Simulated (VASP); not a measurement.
**PtSe2 (Sudovikovite): single point with RPBE+D3(BJ)**

PtSe2 (Sudovikovite):

```
CELL_PARAMETERS angstrom
3.77301 0.00000 0.00000
-1.88650 3.26752 0.00000
0.00000 0.00000 5.12861
ATOMIC_POSITIONS crystal
Pt 0.00000 0.00000 0.00000
Se 0.66667 0.33333 0.75000
Se 0.33333 0.66667 0.25000
```

* Program: VASP 6.6.1
* Task: single point
* Functional: RPBE
* Dispersion: D3(BJ)
* Potentials or basis: VASP PAW PBE potentials, release 64 (Pt, Se)
* Cutoff: 520 eV
* k mesh: 8 × 8 × 5
* Occupations: fermi-dirac, width 0.05 eV
* Spin: no spin polarisation

```
Pressure                   : -14.0 GPa
Largest force              : 0.216 eV/Å
Band gap on the k mesh     : zero (band 11 reaches 6.49 eV, above the bottom of band 12 at 6.24 eV)
Dispersion energy per atom : -2.004 eV
```

Forces on the atoms (eV/Å):
```
Pt   0.000  0.000  0.000
Se   0.000  0.000  0.216
Se   0.000  0.000 -0.216
```

Stress tensor (GPa, compression positive):
```
-14.75   0.00   0.00
  0.00 -14.75   0.00
  0.00   0.00 -12.50
```

Levels at points of the mesh, in eV from the Fermi level:
```
           k point  band 8  band 9  band 10  band 11  band 12  band 13  band 14  band 15
(0.00, 0.00, 0.00)   -2.53   -1.08    -1.08     0.34     1.35     1.35     3.74     4.02
(0.50, 0.00, 0.00)   -3.42   -3.40    -3.32    -2.93     0.62     2.17     4.65     5.85
```

Wall time 34 s on 1 thread of Intel(R) Xeon(R) Platinum 8488C (Sapphire Rapids), with other jobs on the host, peak memory 0.21 GiB.

Caveat: the PAW data sets were made with another functional, which shifts forces and pressure a little; spin-orbit coupling is left out, which moves the levels of the heavy elements; pairwise dispersion overbinds metals, which lowers pressure and volume.
